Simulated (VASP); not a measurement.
The system is Sb.

```
Sb
1.0
    -1.87134    1.87134    1.87134
     1.87134   -1.87134    1.87134
     1.87134    1.87134   -1.87134
Sb
1
Cartesian
  0.0000 0.0000 0.0000
```

| Property | Result |
| --- | --- |
| Program | VASP 6.6.1 |
| Task | relaxation of cell and atoms |
| Functional | PBEsol-based screened hybrid |
| Potentials or basis | VASP PAW PBE potentials, release 64 (Sb) |
| Cutoff | 600 eV |
| k mesh | 5 × 5 × 5 |
| Occupations | fermi-dirac, width 0.05 eV |
| Spin | no spin polarisation |

At the start: pressure -3.7 GPa; volume 26.21 Å³/atom.

**Question.** Where does the relaxation end?

**Answer.** Over 3 steps the energy falls by 16.8 meV/atom and the volume is 24.83 Å³/atom (-5.3 %); space group Im-3m (No. 229, to 0.05 Å).

Step by step:
```
step  energy change (eV)  largest force (eV/Å)  pressure (GPa)  volume (Å³)
   1              0.0000                0.0000           -3.71        26.21
   2             -0.0096                0.0000            2.86        23.98
   3             -0.0168                0.0000           -0.01        24.83
```

Final structure:
```
Sb
1.0
    -1.83774    1.83774    1.83774
     1.83774   -1.83774    1.83774
     1.83774    1.83774   -1.83774
Sb
1
Cartesian
  0.0000 0.0000 0.0000
```

Caveat: the k points lie up to 0.48 Å⁻¹ apart in the final cell; the PAW data sets were made with another functional, which shifts forces and pressure a little.
